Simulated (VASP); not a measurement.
# Ge2Pd2C in VASP: further runs

Runs on Ge2Pd2C. Level: PBEsol+U. Tasks: single point.

Everything below comes from runs of VASP 6.6.1. Logs are shortened: lines on timing, memory, paths and dates and some standing lists are left out, and cuts for length are marked.

## (1) The cell of the first run

The typed cell holds 5 atoms: a = 3.146 Å, b = 3.146 Å, c = 7.908 Å, α = 90.00°, β = 90.00°, γ = 60.00°.

## (2) Single point, PBEsol+U

File INCAR:

```
  ALGO = Normal
  EDIFF = 1E-6
  ENCUT = 520
  GGA = PS
  ISIF = 2
  ISMEAR = -1
  LASPH = T
  LCHARG = F
  LDAU = T
  LDAUJ = 0 0 0
  LDAUL = -1 2 -1
  LDAUPRINT = 1
  LDAUTYPE = 2
  LDAUU = 0 1.34 0
  LMAXMIX = 4
  LREAL = F
  LWAVE = F
  NBANDS = 34
  NELM = 150
  PREC = Accurate
  SIGMA = 0.1
```

File KPOINTS:

```
k-points
0
Gamma
  7 7 3
```

File POSCAR:

```
Ge2Pd2C
1.0
    1.5730220000      2.7245510000      0.0000000000
   -1.5730220000      2.7245510000      0.0000000000
    0.0000000000      0.0000000000      7.9077860000
Ge Pd C
2 2 1
Direct
    0.3333000000      0.3334000000      0.8343000000
    0.6667000000      0.6666000000      0.1657000000
    0.3333000000      0.3334000000      0.3547500000
    0.6667000000      0.6666000000      0.6452500000
    0.0000000000      0.0000000000      0.5000000000
```

Potentials or basis: VASP PAW PBE potentials, release 64 (Ge_d, Pd, C).

Command:

```bash
$ cat potpaw_PBE.64/Ge_d/POTCAR potpaw_PBE.64/Pd/POTCAR potpaw_PBE.64/C/POTCAR > POTCAR
$ mpirun -np 1 vasp_std > vasp.out
```

OUTCAR:

```text
EDIFF = 1E-6
   ENCUT = 520
   GGA = PS
   ISIF = 2
   ISMEAR = -1
   LASPH = T
   LREAL = F
   NELM = 150
   PREC = Accurate

 ion  position               nearest neighbor table
   1  0.333  0.333  0.834-   4 2.35   4 2.35   4 2.35
   2  0.667  0.667  0.166-   3 2.35   3 2.35   3 2.35
   3  0.333  0.333  0.355-   5 2.15   5 2.15   5 2.15   2 2.35   2 2.35   2 2.35   4 2.93   4 2.93
                             4 2.93
   4  0.667  0.667  0.645-   5 2.15   5 2.15   5 2.15   1 2.35   1 2.35   1 2.35   3 2.93   3 2.93
                             3 2.93
   5  0.000  0.000  0.500-   4 2.15   3 2.15   4 2.15   3 2.15   4 2.15   3 2.15

  LATTYP: Found a hexagonal cell.
 ALAT       =     3.1460413799
 C/A-ratio  =     2.5135670657

  Lattice vectors:

 A1 = (   1.5730220000,  -2.7245510000,   0.0000000000)
 A2 = (   1.5730220000,   2.7245510000,   0.0000000000)
 A3 = (   0.0000000000,   0.0000000000,   7.9077860000)

Analysis of symmetry for initial positions (statically):
=====================================================================
 Subroutine PRICEL returns:
 Original cell was already a primitive cell.

 Routine SETGRP: Setting up the symmetry group for a
 hexagonal supercell.

 Subroutine GETGRP returns: Found  4 space group operations
 (whereof  4 operations were pure point group operations)
 out of a pool of 24 trial point group operations.

The static configuration has the point symmetry C_2h.

Analysis of symmetry for dynamics (positions and initial velocities):
=====================================================================
 Subroutine PRICEL returns:
 Original cell was already a primitive cell.

 Routine SETGRP: Setting up the symmetry group for a
 hexagonal supercell.

 Subroutine GETGRP returns: Found  4 space group operations
 (whereof  4 operations were pure point group operations)
 out of a pool of 24 trial point group operations.

The dynamic configuration has the point symmetry C_2h.
[... 187 lines left out ...]
 -0.0000 -0.0000  0.9208  0.0000  0.0000
 -0.0458  0.0000  0.0000  0.8601  0.0000
 -0.0000 -0.0458  0.0000  0.0000  0.8971

spin component  2

  0.8971  0.0000 -0.0000 -0.0458 -0.0000
  0.0000  0.8601 -0.0000  0.0000 -0.0458
 -0.0000 -0.0000  0.9208  0.0000  0.0000
 -0.0458  0.0000  0.0000  0.8601  0.0000
 -0.0000 -0.0458  0.0000  0.0000  0.8971

 occupancies and eigenvectors

  o =  0.8292  v = -0.4803  0.4244 -0.0000 -0.7122  0.2862  0.0000  0.0000  0.0000  0.0000  0.0000      0.0000  0.0000  0.0000  0.0000  0.0000  0.0000  0.0000  0.0000  0.0000  0.0000
  o =  0.8292  v =  0.0000  0.0000  0.0000  0.0000  0.0000 -0.4803  0.4244 -0.0000 -0.7122  0.2862      0.0000  0.0000  0.0000  0.0000  0.0000  0.0000  0.0000  0.0000  0.0000  0.0000
  o =  0.8292  v =  0.2863  0.7122  0.0000  0.4244  0.4804  0.0000  0.0000  0.0000  0.0000  0.0000      0.0000  0.0000  0.0000  0.0000  0.0000  0.0000  0.0000  0.0000  0.0000  0.0000
  o =  0.8292  v =  0.0000  0.0000  0.0000  0.0000  0.0000  0.2863  0.7122  0.0000  0.4244  0.4804      0.0000  0.0000  0.0000  0.0000  0.0000  0.0000  0.0000  0.0000  0.0000  0.0000
  o =  0.9208  v =  0.0000  0.0000  0.0000  0.0000  0.0000 -0.0005 -0.0001 -1.0000  0.0003  0.0002      0.0000  0.0000  0.0000  0.0000  0.0000  0.0000  0.0000  0.0000  0.0000  0.0000
  o =  0.9208  v = -0.0005 -0.0001 -1.0000  0.0003  0.0002  0.0000  0.0000  0.0000  0.0000  0.0000      0.0000  0.0000  0.0000  0.0000  0.0000  0.0000  0.0000  0.0000  0.0000  0.0000
  o =  0.9281  v =  0.0000  0.0000  0.0000  0.0000  0.0000  0.3906 -0.4933 -0.0001 -0.2635  0.7312      0.0000  0.0000  0.0000  0.0000  0.0000  0.0000  0.0000  0.0000  0.0000  0.0000
  o =  0.9281  v =  0.3906 -0.4933 -0.0001 -0.2635  0.7312  0.0000  0.0000  0.0000  0.0000  0.0000      0.0000  0.0000  0.0000  0.0000  0.0000  0.0000  0.0000  0.0000  0.0000  0.0000
  o =  0.9281  v = -0.7313 -0.2634  0.0006  0.4932  0.3906  0.0000  0.0000  0.0000  0.0000  0.0000      0.0000  0.0000  0.0000  0.0000  0.0000  0.0000  0.0000  0.0000  0.0000  0.0000
  o =  0.9281  v =  0.0000  0.0000  0.0000  0.0000  0.0000 -0.7313 -0.2634  0.0006  0.4932  0.3906      0.0000  0.0000  0.0000  0.0000  0.0000  0.0000  0.0000  0.0000  0.0000  0.0000

 number of electron      52.0000006 magnetization

 Free energy of the ion-electron system (eV)
  ---------------------------------------------------
  ext. energy  EPLUGINS =         0.00000000
  ---------------------------------------------------
  free energy    TOTEN  =       -26.05927656 eV

  energy without entropy =      -25.97184973  energy(sigma->0) =      -26.01556315

 E-fermi :   9.4501     XC(G=0): -12.7130

 val. band max:        9.3596454981   @ k =   0.0000  -0.2857   0.3333
 cond. band min:       9.4649909405   @ k =  -0.1429   0.4286   0.3333
 fundamental gap:      0.1053454424
 Fermi energy:         9.4500548103

 k-point     1 :       0.0000    0.0000    0.0000
  band No.  band energies     occupation
      1     -15.1446      2.00000
      2     -15.1446      2.00000
      3     -15.1374      2.00000
      4     -15.1374      2.00000
      5     -15.1116      2.00000
      6     -15.1111      2.00000
[... 877 lines left out ...]
     33      17.3011      0.00000
     34      18.8489      0.00000

 [... further k-points ...]

------------------------ aborting loop because EDIFF is reached ----------------------------------------

  FORCE on cell =-STRESS in cart. coord.  units (eV):
  Direction    XX          YY          ZZ          XY          YZ          ZX
  --------------------------------------------------------------------------------------
  -------------------------------------------------------------------------------------
  Total       10.7469597     10.7524326     11.1423667      0.0047603     -0.0030348      0.0052564
  in kB      254.0279838    254.1573478    263.3742967      0.1125212     -0.0717348      0.1242472
  external PRESSURE =     257.1865428 kB  Pullay stress =       0.0000000 kB

 VOLUME and BASIS-vectors are now :
 -----------------------------------------------------------------------------
  energy-cutoff  :      520.00
  volume of cell :       67.78
      direct lattice vectors                 reciprocal lattice vectors
     1.573022000  2.724551000  0.000000000     0.317859509  0.183516477  0.000000000
    -1.573022000  2.724551000  0.000000000    -0.317859509  0.183516477  0.000000000
     0.000000000  0.000000000  7.907786000     0.000000000  0.000000000  0.126457646

 POSITION                                       TOTAL-FORCE (eV/Angst)
 -----------------------------------------------------------------------------------
     -0.00016      1.81646      6.59747         0.001871     -0.001080      3.552114
      0.00016      3.63264      1.31032        -0.001871      0.001080     -3.552114
     -0.00016      1.81646      2.80529         0.002047     -0.001182      2.315185
      0.00016      3.63264      5.10250        -0.002047      0.001182     -2.315185
      0.00000      0.00000      3.95389         0.000000      0.000000      0.000000
 -----------------------------------------------------------------------------------
    total drift:                                0.000000      0.000000      0.000000

  FREE ENERGIE OF THE ION-ELECTRON SYSTEM (eV)
  ---------------------------------------------------
  free  energy   TOTEN  =       -26.0592765601 eV

  energy  without entropy=      -25.9718497311  energy(sigma->0) =      -26.01556315
```

Run time: 97 s. Hardware: 1 thread of Oxide Virtual Turin-like, shared host; peak memory 0.2 GiB.

What came out:

| Quantity | Value |
| --- | --- |
| Free energy | -26.0593 eV |
| Pressure | 25.7 GPa |
| Largest force | 3.552 eV/Å |
| Band gap on the k mesh | zero (band 26 reaches 11.56 eV, above the bottom of band 27 at 8.62 eV) |

Forces in eV/Å, atoms in the order of the input:
```
Ge   0.002 -0.001  3.552
Ge  -0.002  0.001 -3.552
Pd   0.002 -0.001  2.315
Pd  -0.002  0.001 -2.315
C    0.000  0.000  0.000
```

Stress tensor (GPa, compression positive):
```
25.40  0.01  0.01
 0.01 25.42 -0.01
 0.01 -0.01 26.34
```

Eigenvalues of the final occupation matrices:
```csv
site,spin,trace,eigenvalues
site 3 d,1,4.44,0.83 0.83 0.92 0.93 0.93
site 3 d,2,4.44,0.83 0.83 0.92 0.93 0.93
site 4 d,1,4.44,0.83 0.83 0.92 0.93 0.93
site 4 d,2,4.44,0.83 0.83 0.92 0.93 0.93
```

Caveat: the PAW data sets were made with another functional, which shifts forces and pressure a little; U without spin polarisation on a metal has little footing; the U is typed as a test and isn't derived for this compound.

(Part 1 of 2 ends here.)
